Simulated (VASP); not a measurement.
# MgS (pbe): relaxation of the atoms with PBE

MgS (pbe):

```
CELL_PARAMETERS angstrom
0.00000 2.64124 2.59940
2.64124 0.00000 2.59940
2.64124 2.64124 0.00000
ATOMIC_POSITIONS crystal
Mg 0.00000 0.00000 0.00000
S 0.50000 0.50000 0.50000
```

This cell differs from its parent crystal: strained cell.

| Quantity | Value |
| --- | --- |
| Program | VASP 6.6.1 |
| Task | relaxation of the atoms |
| Functional | PBE |
| Potentials or basis | VASP PAW PBE potentials, release 64 (Mg, S) |
| Cutoff | 520 eV |
| k mesh | 6 × 6 × 6 |
| Occupations | gaussian, width 0.02 eV |
| Spin | no spin polarisation |
| Dipole correction | no |
| Further INCAR settings | ALGO = Normal; EDIFF = 1e-07; IBRION = 2; EDIFFG = -0.002; NSW = 60 |

```json
{
 "Pressure after relaxing": "-1.2 GPa",
 "Band gap on the k mesh": "2.64 eV, indirect (least direct gap 3.46 eV)"
}
```

Stress tensor (GPa, compression positive):
```
-1.72  0.00  0.00
 0.00 -1.72  0.00
 0.00  0.00 -0.27
```

Final structure:
```yaml
crystal:
  lattice:
    - [0.00000, 2.64124, 2.59940]
    - [2.64124, 0.00000, 2.59940]
    - [2.64124, 2.64124, 0.00000]
  atoms:
    - { symbol: Mg, position: [0.00000, 0.00000, 0.00000] }
    - { symbol: S, position: [0.50000, 0.50000, 0.50000] }
```

Levels at points of the mesh, in eV from the valence-band top:
```
           k point  band 1  band 2  band 3  band 4  band 5  band 6  band 7  band 8
(0.00, 0.00, 0.00)  -12.53   -0.07    0.00    0.00    3.46    7.89    7.89    8.06
(0.50, 0.00, 0.00)  -11.30   -4.70   -0.60   -0.56    4.48    6.76    6.94    9.77
(0.50, 0.50, 0.00)  -10.91   -4.06   -1.69   -1.69    2.64    4.42   11.80   12.74
(0.50, 0.00, 0.50)  -10.97   -4.07   -1.69   -1.55    2.71    4.48   11.64   12.69
```

Run time: 9.3 s on 1 thread of Intel Xeon 6975P-C, on a shared host, peak memory 0.16 GiB.

Caveat: the cell differs from its parent crystal (strained cell); the relaxation stopped at its first step, so nothing moved. A k mesh can miss the band edges.
